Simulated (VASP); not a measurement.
LiCl, 2 atoms in the cell. The structure is tetragonal, space group I4/mmm (No. 139). Conventional cell: a = 3.808 Å, b = 3.808 Å, c = 5.001 Å, α = 90.00°, β = 90.00°, γ = 90.00°. Li (site symmetry 4/mmm) has 6 Cl at 2.50 to 2.69 Å within 3.3 Å. Within 3.3 Å of Cl (site symmetry 4/mmm) lie 6 Li at 2.50 to 2.69 Å.  This cell differs from its parent crystal: strain +0.050 along x and y, -0.025 along z.

| Item | Value |
| --- | --- |
| Program | VASP 6.6.1 |
| Task | single point |
| Functional | r2SCAN |
| Potentials or basis | VASP PAW PBE potentials, release 64 (Li_sv, Cl) |
| Cutoff | 520 eV |
| k mesh | 8 × 8 × 8 |
| Occupations | gaussian, width 0.05 eV |
| Spin | no spin polarisation |
| Dipole correction | no |
| Further INCAR settings | ALGO = Normal; EDIFF = 1e-06; NBANDS = 12 |

Potentials or basis: VASP PAW PBE potentials, release 64 (Li_sv, Cl).

Run with:

```bash
$ cat potpaw_PBE.64/Li_sv/POTCAR potpaw_PBE.64/Cl/POTCAR > POTCAR
$ cp INCAR.step1 INCAR
$ mpirun -np 1 vasp_std > vasp.out
$ cp INCAR.step2 INCAR
$ mpirun -np 1 vasp_std > vasp.out
```

Hardware: 1 thread of Intel(R) Xeon(R) Platinum 8488C (Sapphire Rapids), on a shared host.

How long does it take, and how much memory?

Wall time 61 s on 1 thread of Intel(R) Xeon(R) Platinum 8488C (Sapphire Rapids), on a shared host, peak memory 0.17 GiB. Counts: k points 59.
